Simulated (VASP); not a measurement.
Set up this calculation in VASP 6.6.1, as the native input.

| Property | Result |
| --- | --- |
| Task | single point |
| Functional | PBEsol |
| Potentials or basis | VASP PAW PBE potentials, release 64 (Y_sv, Li_sv) |
| Cutoff | 520 eV |
| k mesh | 5 × 5 × 5 |
| Occupations | fermi-dirac, width 0.005 eV |
| Spin | no spin polarisation |
| Dipole correction | no |
| Further INCAR settings | ALGO = Fast; EDIFF = 1e-06; NBANDS = 26 |

The structure of LiY3 lies in POSCAR:

```
LiY3
1.0
    0.0000000000      3.8998520000      3.8998520000
    3.8998520000      0.0000000000      3.8998520000
    3.8998520000      3.8998520000      0.0000000000
Y Li
3 1
Direct
    0.5000000000      0.5000000000      0.5000000000
    0.7500000000      0.7500000000      0.7500000000
    0.2500000000      0.2500000000      0.2500000000
    0.0000000000      0.0000000000      0.0000000000
```

One way to write it, as run:

INCAR

```
  PREC = Accurate
  ENCUT = 520
  EDIFF = 1E-6
  ISMEAR = -1
  SIGMA = 0.005
  LREAL = F
  LASPH = T
  NELM = 100
  ALGO = Fast
  ISIF = 2
  LWAVE = F
  LCHARG = F
  GGA = PS
  NBANDS = 26
```

KPOINTS

```
regular mesh
0
Gamma
  5 5 5
```

Potentials or basis: VASP PAW PBE potentials, release 64 (Y_sv, Li_sv).

Launch:

```sh
$ cat potpaw_PBE.64/Y_sv/POTCAR potpaw_PBE.64/Li_sv/POTCAR > POTCAR
$ mpirun -np 1 vasp_std > vasp.out
```

It gave:

| Quantity | Value |
| --- | --- |
| Band gap on the k mesh | zero (band 18 reaches 2.68 eV, above the bottom of band 19 at 2.12 eV) |

Run time: 3.5 min on 1 thread of Intel(R) Xeon(R) Platinum 8488C (Sapphire Rapids), with other jobs on the host, peak memory 0.28 GiB.
